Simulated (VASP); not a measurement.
SiC, 4 atoms in the cell. Symmetry: P6_3mc, No. 186, hexagonal system. Conventional cell: a = 3.074 Å, b = 3.074 Å, c = 5.045 Å, α = 90.00°, β = 90.00°, γ = 120.00°. Si (site symmetry 3m) has 4 C at 1.88 to 1.90 Å within 2.5 Å. Within 2.5 Å of C (site symmetry 3m) lie 4 Si at 1.88 to 1.90 Å. 

```yaml
Program: VASP 6.6.1
Task: electric field gradients
Functional: PBE
Dispersion: D4
Potentials_or_basis: VASP PAW PBE potentials, release 64 (Si, C)
Cutoff: 520 eV
k_mesh: 10 × 10 × 6
Occupations: fermi-dirac, width 0.02 eV
Spin: no spin polarisation
Dipole_correction: no
Further_INCAR_settings: ALGO = Normal; EDIFF = 1e-08; NBANDS = 16
```

Potentials or basis: VASP PAW PBE potentials, release 64 (Si, C).

The run is started by

```console
$ cat potpaw_PBE.64/Si/POTCAR potpaw_PBE.64/C/POTCAR > POTCAR
$ mpirun -np 1 vasp_std > vasp.out
```

Hardware: 1 thread of Intel(R) Xeon(R) 6975P-C (Granite Rapids) (shared host).

**Question.** How long does it take, and how much memory?

**Answer.** Wall time 13 s on 1 thread of Intel(R) Xeon(R) 6975P-C (Granite Rapids), with other jobs on the host, peak memory 0.17 GiB. Counts: scf iterations 14, k points 56.
